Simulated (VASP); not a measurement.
A run of VASP 6.6.1 is set up as follows.

File INCAR:

```
SYSTEM = KBr
ALGO     = Normal         ! electronic algorithm
EDIFF    = 1E-7           ! SCF threshold, eV
ENCUT    = 520            ! plane-wave cutoff, eV
GGA      = PS             ! functional
ISIF     = 2              ! what is computed and relaxed
ISMEAR   = 0              ! smearing method
LASPH    = .TRUE.         ! aspherical terms in the spheres
LCHARG   = .TRUE.         ! write CHGCAR
LELF     = .TRUE.         ! ELF
LREAL    = .FALSE.        ! projectors in reciprocal space
LVHAR    = .TRUE.       
LWAVE    = .FALSE.        ! write WAVECAR
NBANDS   = 15             ! bands
NELM     = 100            ! most SCF steps
PREC     = Accurate       ! precision mode
SIGMA    = 0.05           ! smearing width, eV
```

KPOINTS

```
k-points
0
G
  6 6 6
  0 0 0
```

POSCAR

```
KBr
1.0
    4.0551597733     -0.2134294618     -0.2134294618
   -0.2134294618      4.0551597733     -0.2134294618
   -0.2134294618     -0.2134294618      4.0551597733
K Br
1 1
Direct
    0.0000000000      0.0000000000      0.0000000000
    0.5000000000      0.5000000000      0.5000000000
```

Potentials or basis: VASP PAW PBE potentials, release 64 (K_sv, Br).

Command:

```console
$ cat potpaw_PBE.64/K_sv/POTCAR potpaw_PBE.64/Br/POTCAR > POTCAR
$ mpirun -np 1 vasp_std > vasp.out
```

Question: Estimate the pressure.

Answer: -0.4 GPa.

Question: Estimate the band gap on the k mesh.

Answer: 3.76 eV (least direct gap 3.93 eV).

Stress tensor (GPa, compression positive):
```
-0.40  0.96  0.96
 0.96 -0.40  0.96
 0.96  0.96 -0.40
```

Caveat: the PAW data sets were made with another functional, which shifts forces and pressure a little. A k mesh can miss the band edges.
